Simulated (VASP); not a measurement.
# Ba (Im-3m) in VASP: further runs

The runs below take Ba through single point, with r2SCAN.

Everything below comes from runs of VASP 6.6.1. Logs are shortened: lines on timing, memory, paths and dates and some standing lists are left out, and cuts for length are marked.

**1. The cell of the first run**

It takes space group Im-3m (No. 229, cubic). The conventional cell has a = 5.074 Å, b = 5.074 Å, c = 5.074 Å, α = 90.00°, β = 90.00°, γ = 90.00°. Within 5.8 Å of Ba (site symmetry m-3m) lie 14 Ba at 4.39 to 5.07 Å.

**2. Single point, r2SCAN**

Contents of POSCAR:

```
Ba
1.0
   -2.5367939014      2.5367939014      2.5367939014
    2.5367939014     -2.5367939014      2.5367939014
    2.5367939014      2.5367939014     -2.5367939014
Ba
1
Direct
    0.0000000000      0.0000000000      0.0000000000
```

Contents of INCAR.step1:

```
PREC = Accurate
ENCUT = 520
ISMEAR = 0
SIGMA = 0.1
LREAL = False
LASPH = True
NELM = 80
NBANDS = 11
GGA = PE
ALGO = Normal
EDIFF = 1E-4
LWAVE = True
LCHARG = False
```

Contents of INCAR.step2:

```
PREC = Accurate
ENCUT = 520
EDIFF = 1E-7
ISMEAR = 0
SIGMA = 0.1
LREAL = False
LASPH = True
NELM = 80
ALGO = Normal
ISIF = 2
LWAVE = False
LCHARG = True
METAGGA = R2SCAN
LMIXTAU = True
LELF = True
LVHAR = True
NBANDS = 11
ISTART = 1
```

Contents of KPOINTS:

```
regular mesh
0
Gamma
  9 9 9
```

Potentials or basis: VASP PAW PBE potentials, release 64 (Ba_sv).

The run is started by

```
cat potpaw_PBE.64/Ba_sv/POTCAR > POTCAR
cp INCAR.step1 INCAR
mpirun -np 1 vasp_std > vasp.out
cp INCAR.step2 INCAR
mpirun -np 1 vasp_std > vasp.out
```

OUTCAR:

```text
PREC = Accurate
   ENCUT = 520
   EDIFF = 1E-7
   ISMEAR = 0
   LREAL = False
   LASPH = True
   NELM = 80
   ISIF = 2
   METAGGA = R2SCAN
   ISTART = 1

 ion  position               nearest neighbor table
   1  0.000  0.000  0.000-

  LATTYP: Found a body centered cubic cell.
 ALAT       =     5.0735878028

  Lattice vectors:

 A1 = (  -2.5367939014,   2.5367939014,   2.5367939014)
 A2 = (   2.5367939014,  -2.5367939014,   2.5367939014)
 A3 = (   2.5367939014,   2.5367939014,  -2.5367939014)

Analysis of symmetry for initial positions (statically):
=====================================================================
 Subroutine PRICEL returns:
 Original cell was already a primitive cell.

 Routine SETGRP: Setting up the symmetry group for a
 body centered cubic supercell.

 Subroutine GETGRP returns: Found 48 space group operations
 (whereof 48 operations were pure point group operations)
 out of a pool of 48 trial point group operations.

The static configuration has the point symmetry O_h .

Analysis of symmetry for dynamics (positions and initial velocities):
=====================================================================
 Subroutine PRICEL returns:
 Original cell was already a primitive cell.

 Routine SETGRP: Setting up the symmetry group for a
 body centered cubic supercell.

 Subroutine GETGRP returns: Found 48 space group operations
 (whereof 48 operations were pure point group operations)
 out of a pool of 48 trial point group operations.

The dynamic configuration has the point symmetry O_h .

 Subroutine INISYM returns: Found 48 space group operations
 (whereof 48 operations are pure point group operations),
 and found     1 'primitive' translations

----------------------------------------------------------------------------------------

                                     Primitive cell

  volume of cell :      65.3004

  direct lattice vectors                    reciprocal lattice vectors
    -2.536793901  2.536793901  2.536793901     0.000000000  0.197099181  0.197099181
     2.536793901 -2.536793901  2.536793901     0.197099181  0.000000000  0.197099181
     2.536793901  2.536793901 -2.536793901     0.197099181  0.197099181  0.000000000

  length of vectors
     4.393855926  4.393855926  4.393855926     0.278740335  0.278740335  0.278740335

  position of ions in fractional coordinates (direct lattice)
[... 82 lines left out ...]
   NFREE  =      0    steps in history (QN), initial steepest desc. (CG)
   ISIF   =      2    stress and relaxation
   ISYM   =      2    0-nonsym 1-usesym 2-fastsym
   POTIM  = 0.5000    time-step for ionic-motion
   TEBEG  =    0.0;   TEEND  =   0.0 temperature during run
   PSTRESS=    0.0 pullay stress
   NELECT =      10.0000    total number of electrons
   NUPDOWN=      -1.0000    fix difference up-down
   EMIN   =  10.00;   EMAX   =-10.00  energy-range for DOS
   EFERMI =   0.00;   METHOD = LEGACY
   ISMEAR =     0;   SIGMA  =   0.10  broadening in eV -4-tet -1-fermi 0-gaus
   EFERMI_NEDOS =   21; number of points for ismear=-14 and -15
   IALGO  =     38    algorithm
   IMIX   =      4    mixing-type and parameters
     AMIX     =   0.40;   BMIX     =  1.00
     AMIX_MAG =   1.60;   BMIX_MAG =  1.00
  volume/ion in A,a.u.               =      65.30       440.67
  Fermi-wavevector in a.u.,A,eV,Ry     =   0.875863  1.655142 10.437525  0.767136
  Thomas-Fermi vector in A             =   1.995593
   LORBIT       =      0    0 simple, 1 ext, 2 COOP (PROOUT), +10 PAW based schemes
   METAGGA = R2SCAN    functional components
   LHFCALC =     F    Hartree Fock is set to
   AEXX    =    0.0000 exact exchange contribution
   IVDW    =     0    specifies the selected vdW correction
   LEPSILON=     F    determine dielectric tensor
   LRPA    =     F    only Hartree local field effects (RPA)
 non-spin polarized calculation
 Gauss-broadening in eV      SIGMA  =   0.10
  energy-cutoff  :      520.00
  volume of cell :       65.30
 maximum number of plane-waves:      1775
 NGX is ok and might be reduce to    36
   NGX = 17   NGY = 17   NGZ = 17

 number of electron      10.0000000 magnetization

 Free energy of the ion-electron system (eV)
  ---------------------------------------------------
  ext. energy  EPLUGINS =         0.00000000
  ---------------------------------------------------
  free energy    TOTEN  =       -26.43649563 eV

  energy without entropy =      -26.43049801  energy(sigma->0) =      -26.43349682

 E-fermi :   1.6237     XC(G=0):  -7.7091

 val. band max:        1.6229572145   @ k =  -0.4444  -0.4444   0.2222
 cond. band min:       1.6542382934   @ k =  -0.3333   0.3333   0.3333
 fundamental gap:      0.0312810789
 Fermi energy:         1.6236935430

 k-point     1 :       0.0000    0.0000    0.0000
  band No.  band energies     occupation
      1     -28.3710      2.00000
      2     -12.9206      2.00000
      3     -12.9206      2.00000
      4     -12.9206      2.00000
      5      -1.2599      2.00000
      6       3.7041      0.00000
      7       3.7041      0.00000
      8       3.7041      0.00000
      9       5.0131      0.00000
     10       5.0131      0.00000
     11       8.7915      0.00000
[... 309 lines left out ...]
 k-point    24 :      -0.4444   -0.4444    0.1111
  band No.  band energies     occupation
      1     -28.3239      2.00000
      2     -13.2991      2.00000
      3     -13.1173      2.00000
      4     -12.9870      2.00000
      5       1.2700      2.00000
      6       2.1421      0.00000
      7       2.7135      0.00000
      8       4.2751      0.00000
      9       5.7703      0.00000
     10       7.1930      0.00000
     11       7.7429      0.00000

 [... further k-points ...]

------------------------ aborting loop because EDIFF is reached ----------------------------------------

  FORCE on cell =-STRESS in cart. coord.  units (eV):
  Direction    XX          YY          ZZ          XY          YZ          ZX
  --------------------------------------------------------------------------------------
  -------------------------------------------------------------------------------------
  Total        0.0180094      0.0180094      0.0180094      0.0000000      0.0000000      0.0000000
  in kB        0.4418709      0.4418709      0.4418709      0.0000000      0.0000000      0.0000000
  external PRESSURE =       0.4418709 kB  Pullay stress =       0.0000000 kB

 VOLUME and BASIS-vectors are now :
 -----------------------------------------------------------------------------
  energy-cutoff  :      520.00
  volume of cell :       65.30
      direct lattice vectors                 reciprocal lattice vectors
    -2.536793901  2.536793901  2.536793901     0.000000000  0.197099181  0.197099181
     2.536793901 -2.536793901  2.536793901     0.197099181  0.000000000  0.197099181
     2.536793901  2.536793901 -2.536793901     0.197099181  0.197099181  0.000000000

 POSITION                                       TOTAL-FORCE (eV/Angst)
 -----------------------------------------------------------------------------------
      0.00000      0.00000      0.00000         0.000000     -0.000000      0.000000
 -----------------------------------------------------------------------------------
    total drift:                               -0.000000      0.000000      0.000000

  FREE ENERGIE OF THE ION-ELECTRON SYSTEM (eV)
  ---------------------------------------------------
  free  energy   TOTEN  =       -26.4364956337 eV

  energy  without entropy=      -26.4304980061  energy(sigma->0) =      -26.43349682
```

OUTCAR.step1:

```text
PREC = Accurate
   ENCUT = 520
   ISMEAR = 0
   LREAL = False
   LASPH = True
   NELM = 80
[... 551 lines left out ...]

 POSITION                                       TOTAL-FORCE (eV/Angst)
 -----------------------------------------------------------------------------------
      0.00000      0.00000      0.00000        -0.000000      0.000000     -0.000000
 -----------------------------------------------------------------------------------
    total drift:                               -0.000000      0.000000      0.000000

  FREE ENERGIE OF THE ION-ELECTRON SYSTEM (eV)
  ---------------------------------------------------
  free  energy   TOTEN  =        -1.9094287006 eV

  energy  without entropy=       -1.9025233630  energy(sigma->0) =       -1.90597603
```

Run time: 60 s. Hardware: 1 thread of Intel Xeon 6975P-C (Granite Rapids), shared host; peak memory 0.22 GiB.

Results:

| Property | Result |
| --- | --- |
| Free energy | -26.4365 eV |
| Pressure | 0.0 GPa |
| Band gap on the k mesh | zero (bands 5 and 6 overlap by 0.94 eV) |

Caveat: the PAW data sets were made with another functional, which shifts forces and pressure a little; spin-orbit coupling is left out, which moves the levels of the heavy elements.

**3. Single point, r2SCAN**

POSCAR is that of step 2.

Edit INCAR.step1 of step 2 so:

```diff
@@ -3,3 +3,3 @@
 ISMEAR = 0
-SIGMA = 0.1
+SIGMA = 0.2
 LREAL = False
```

Contents of INCAR.step2:

```
PREC = Accurate
ENCUT = 520
EDIFF = 1E-6
ISMEAR = 0
SIGMA = 0.2
LREAL = False
LASPH = True
NELM = 80
ALGO = Normal
ISIF = 2
LWAVE = False
LCHARG = False
METAGGA = R2SCAN
LMIXTAU = True
NBANDS = 11
ISTART = 1
```

KPOINTS is that of step 2.

Potentials or basis: VASP PAW PBE potentials, release 64 (Ba_sv).

The run is started by

```
cat potpaw_PBE.64/Ba_sv/POTCAR > POTCAR
cp INCAR.step1 INCAR
mpirun -np 1 vasp_std > vasp.out
cp INCAR.step2 INCAR
mpirun -np 1 vasp_std > vasp.out
```

Run time: 69 s. Hardware: 1 thread of Intel Xeon 6975P-C (Granite Rapids), shared host; peak memory 0.21 GiB.

Results (log left out):

- Free energy: -26.4451 eV
- Pressure: 0.0 GPa
- Band gap on the k mesh: zero (bands 5 and 6 overlap by 0.94 eV)

Levels at points of the mesh, in eV from the Fermi level:
```
           k point  band 2  band 3  band 4  band 5  band 6  band 7  band 8  band 9
(0.00, 0.00, 0.00)  -14.53  -14.53  -14.53   -2.87    2.09    2.09    2.09    3.40
```

Caveat: the PAW data sets were made with another functional, which shifts forces and pressure a little; spin-orbit coupling is left out, which moves the levels of the heavy elements.

**4. Single point, r2SCAN**

POSCAR is that of step 3.

Contents of INCAR.step1:

```
SYSTEM = Ba
  PREC = Accurate
  ENCUT = 520
  ISMEAR = 0
  SIGMA = 0.3
  LREAL = .False.
  LASPH = .True.
  NELM = 100
  NBANDS = 11
  GGA = PE
  ALGO = Normal
  EDIFF = 1E-4
  LWAVE = .True.
  LCHARG = .False.
```

Contents of INCAR.step2:

```
SYSTEM = Ba
  PREC = Accurate
  ENCUT = 520
  EDIFF = 1E-6
  ISMEAR = 0
  SIGMA = 0.3
  LREAL = .False.
  LASPH = .True.
  NELM = 100
  ALGO = Normal
  ISIF = 2
  LWAVE = .False.
  LCHARG = .False.
  METAGGA = R2SCAN
  LMIXTAU = .True.
  NBANDS = 11
  ISTART = 1
```

Contents of KPOINTS:

```
Automatic mesh
0
Gamma
  9 9 9
  0 0 0
```

Potentials or basis: VASP PAW PBE potentials, release 64 (Ba_sv).

The run is started by

```
cat potpaw_PBE.64/Ba_sv/POTCAR > POTCAR
cp INCAR.step1 INCAR
mpirun -np 1 vasp_std > vasp.out
cp INCAR.step2 INCAR
mpirun -np 1 vasp_std > vasp.out
```

OUTCAR:

```text
SYSTEM = Ba
   PREC = Accurate
   ENCUT = 520
   EDIFF = 1E-6
   ISMEAR = 0
   LREAL = .False.
   LASPH = .True.
   NELM = 100
   ISIF = 2
   METAGGA = R2SCAN
   ISTART = 1

 ion  position               nearest neighbor table
   1  0.000  0.000  0.000-

  LATTYP: Found a body centered cubic cell.
 ALAT       =     5.0735878028

  Lattice vectors:

 A1 = (  -2.5367939014,   2.5367939014,   2.5367939014)
 A2 = (   2.5367939014,  -2.5367939014,   2.5367939014)
 A3 = (   2.5367939014,   2.5367939014,  -2.5367939014)

Analysis of symmetry for initial positions (statically):
=====================================================================
 Subroutine PRICEL returns:
 Original cell was already a primitive cell.

 Routine SETGRP: Setting up the symmetry group for a
 body centered cubic supercell.

 Subroutine GETGRP returns: Found 48 space group operations
 (whereof 48 operations were pure point group operations)
 out of a pool of 48 trial point group operations.

The static configuration has the point symmetry O_h .

Analysis of symmetry for dynamics (positions and initial velocities):
[... 166 lines left out ...]
  band No.  band energies     occupation
      1     -28.3663      2.00000
      2     -12.9169      2.00000
      3     -12.9168      2.00000
      4     -12.9168      2.00000
      5      -1.2583      2.00000
      6       3.7059      0.00000
      7       3.7059      0.00000
      8       3.7059      0.00000
      9       5.0152      0.00000
     10       5.0152      0.00000
     11       8.7920      0.00000
[... 309 lines left out ...]
 k-point    24 :      -0.4444   -0.4444    0.1111
  band No.  band energies     occupation
      1     -28.3192      2.00000
      2     -13.2954      2.00000
      3     -13.1135      2.00000
      4     -12.9832      2.00000
      5       1.2716      1.90645
      6       2.1434      0.01498
      7       2.7152      0.00000
      8       4.2771      0.00000
      9       5.7728      0.00000
     10       7.1949      0.00000
     11       7.7449      0.00000

 [... further k-points ...]

------------------------ aborting loop because EDIFF is reached ----------------------------------------

  FORCE on cell =-STRESS in cart. coord.  units (eV):
  Direction    XX          YY          ZZ          XY          YZ          ZX
  --------------------------------------------------------------------------------------
  -------------------------------------------------------------------------------------
  Total        0.0246663      0.0246663      0.0246663     -0.0000000     -0.0000000      0.0000000
  in kB        0.6051993      0.6051993      0.6051993     -0.0000000     -0.0000000      0.0000000
  external PRESSURE =       0.6051993 kB  Pullay stress =       0.0000000 kB

 VOLUME and BASIS-vectors are now :
 -----------------------------------------------------------------------------
  energy-cutoff  :      520.00
  volume of cell :       65.30
      direct lattice vectors                 reciprocal lattice vectors
    -2.536793901  2.536793901  2.536793901     0.000000000  0.197099181  0.197099181
     2.536793901 -2.536793901  2.536793901     0.197099181  0.000000000  0.197099181
     2.536793901  2.536793901 -2.536793901     0.197099181  0.197099181  0.000000000

 POSITION                                       TOTAL-FORCE (eV/Angst)
 -----------------------------------------------------------------------------------
      0.00000      0.00000      0.00000         0.000000      0.000000     -0.000000
 -----------------------------------------------------------------------------------
    total drift:                               -0.000000      0.000000      0.000000

  FREE ENERGIE OF THE ION-ELECTRON SYSTEM (eV)
  ---------------------------------------------------
  free  energy   TOTEN  =       -26.4606689951 eV

  energy  without entropy=      -26.4026711923  energy(sigma->0) =      -26.43167009
```

OUTCAR.step1:

```text
SYSTEM = Ba
   PREC = Accurate
   ENCUT = 520
   ISMEAR = 0
   LREAL = .False.
   LASPH = .True.
   NELM = 100
[... 553 lines left out ...]
 -----------------------------------------------------------------------------------
      0.00000      0.00000      0.00000        -0.000000      0.000000      0.000000
 -----------------------------------------------------------------------------------
    total drift:                               -0.000000      0.000000      0.000000

  FREE ENERGIE OF THE ION-ELECTRON SYSTEM (eV)
  ---------------------------------------------------
  free  energy   TOTEN  =        -1.9355769614 eV

  energy  without entropy=       -1.8739052285  energy(sigma->0) =       -1.90474109
```

Run time: 73 s. Hardware: 1 thread of Intel Xeon 6975P-C (Granite Rapids), shared host; peak memory 0.21 GiB.

What came out:

```
Free energy            : -26.4607 eV
Pressure               : 0.1 GPa
Band gap on the k mesh : zero (bands 5 and 6 overlap by 0.94 eV)
```

Levels at points of the mesh, in eV from the Fermi level:
```
           k point  band 1  band 2  band 3  band 4  band 5  band 6  band 7  band 8  band 9  band 10
(0.00, 0.00, 0.00)  -29.99  -14.54  -14.54  -14.54   -2.89    2.08    2.08    2.08    3.39     3.39
```

Caveat: so wide a smearing shifts energies and pressures; the PAW data sets were made with another functional, which shifts forces and pressure a little; spin-orbit coupling is left out, which moves the levels of the heavy elements.

**5. The runs side by side**

```csv
smearing,gap on the mesh (eV),pressure (GPa)
gaussian 0.1 eV,none,0.0
gaussian 0.2 eV,none,0.0
gaussian 0.3 eV,none,0.1
```

Alike in all rows: task single point; level r2SCAN; potentials or basis VASP PAW PBE potentials, release 64 (Ba_sv); no spin polarisation; cell as given; k mesh 9 × 9 × 9; cutoff (eV) 520.

Caveats: the PAW data sets were made with another functional, which shifts forces and pressure a little; spin-orbit coupling is left out, which moves the levels of the heavy elements; so wide a smearing shifts energies and pressures (at least some runs).

Absolute energies hang on the potentials; compare differences alone.
